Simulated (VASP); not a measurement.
SnSe: relaxation of cell and atoms with HSE06

Crystal: SnSe.

```xyz
2
Lattice="0.0000 3.0021 3.0021 3.0021 0.0000 3.0021 3.0021 3.0021 0.0000" Properties=species:S:1:pos:R:3 pbc="T T T"
Sn    0.0000    0.0000    0.0000
Se    3.0021    3.0021    3.0021
```

```json
{"Program": "VASP 6.6.1", "Task": "relaxation of cell and atoms", "Functional": "HSE06", "Potentials or basis": "VASP PAW PBE potentials, release 64 (Sn_d, Se)", "Cutoff": "600 eV", "k mesh": "4 × 4 × 4", "Occupations": "fermi-dirac, width 0.02 eV", "Spin": "no spin polarisation", "Dipole correction": "no", "Grid for exact exchange (PRECFOCK)": "Normal", "Further INCAR settings": "ALGO = Normal; EDIFF = 1e-06; IBRION = 2; EDIFFG = -0.005; NSW = 80; ISIF = 3", "Screening parameter": "0.2079 1/Å"}
```

The relaxed volume is 26.30 Å³/atom, the relaxed cell is a = 4.206 Å, b = 4.206 Å, c = 4.206 Å, α = 60.00°, β = 60.00°, γ = 60.00° and the space group after relaxing (to 0.05 Å) is Fm-3m (No. 225). The energy gained by relaxing is 3.6 meV/atom, the ionic steps are 3 and the pressure after relaxing is 0.0 GPa. The band gap on the k mesh is 0.67 eV, direct.

Step by step:
```csv
step,energy change (eV),largest force (eV/Å),pressure (GPa),volume (Å³)
1,0.0000,0.0000,-1.49,54.11
2,-0.0066,0.0000,0.48,52.17
3,-0.0072,0.0000,-0.01,52.60
```

Final structure:
```cif
data_structure
_symmetry_space_group_name_H-M 'P 1'
_symmetry_Int_Tables_number 1
_cell_length_a 4.2057
_cell_length_b 4.2057
_cell_length_c 4.2057
_cell_angle_alpha 60.000
_cell_angle_beta 60.000
_cell_angle_gamma 60.000
_cell_volume 52.60
loop_
_atom_site_label
_atom_site_type_symbol
_atom_site_fract_x
_atom_site_fract_y
_atom_site_fract_z
_atom_site_occupancy
Sn1 Sn 0.00000 0.00000 0.00000 1
Se1 Se 0.50000 0.50000 0.50000 1
```

Levels at points of the mesh, in eV from the valence-band top:
```csv
k point,band 6,band 7,band 8,band 9,band 10,band 11,band 12,band 13,band 14
"(0.00, 0.00, 0.00)",-15.93,-5.49,-2.92,-2.92,-2.92,4.97,4.97,4.97,6.18
"(0.50, 0.00, 0.00)",-14.80,-9.38,-2.66,-2.66,0.00,0.67,1.39,1.39,8.84
"(0.50, 0.50, 0.00)",-14.45,-6.75,-6.69,-4.57,-4.57,3.06,6.15,6.15,6.82
```

Run time: 58 min on 1 thread of Oxide Virtual Turin-like Processor, with other jobs on the host, peak memory 0.31 GiB.

Caveat: the k points lie up to 0.46 Å⁻¹ apart in the final cell; the PAW data sets were made with another functional, which shifts forces and pressure a little; spin-orbit coupling is left out, which moves the levels of the heavy elements. A k mesh can miss the band edges.
